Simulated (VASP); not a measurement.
A run of VASP 6.6.1 is set up as follows.

Contents of INCAR:

```
SYSTEM = SrTiO3
PREC = Accurate
ENCUT = 520
EDIFF = 1E-7
ISMEAR = 0
SIGMA = 0.1
LREAL = .False.
LASPH = .True.
NELM = 150
ALGO = Normal
ISIF = 2
LWAVE = .False.
LCHARG = .False.
ISPIN = 2
MAGMOM = 0 1 0 0 0
LORBIT = 11
LMAXMIX = 4
GGA = PE
NBANDS = 32
```

The input KPOINTS:

```
Automatic mesh
0
Gamma
  4 4 4
  0 0 0
```

File POSCAR:

```
SrTiO3
1.0
    3.9364873115      0.0000000000      0.0000000000
    0.0000000000      3.9364873115      0.0000000000
    0.0000000000      0.0000000000      3.9364873115
Sr Ti O
1 1 3
Direct
    0.0000000000      0.0000000000      0.0000000000
    0.5000000000      0.5000000000      0.5000000000
    0.0000000000      0.5000000000      0.5000000000
    0.5000000000      0.0000000000      0.5000000000
    0.5000000000      0.5000000000      0.0000000000
```

Potentials or basis: VASP PAW PBE potentials, release 64 (Sr_sv, Ti_sv, O).

Command:

```bash
$ cat potpaw_PBE.64/Sr_sv/POTCAR potpaw_PBE.64/Ti_sv/POTCAR potpaw_PBE.64/O/POTCAR > POTCAR
$ mpirun -np 1 vasp_std > vasp.out
```

(1) Estimate the net moment.

(2) Estimate the band gap on the k mesh.

(3) What does it give for the pressure?

## Answers

(1) 0.00 μB per cell.

(2) 1.79 eV, indirect (least direct gap 2.16 eV).

(3) 0.7 GPa.
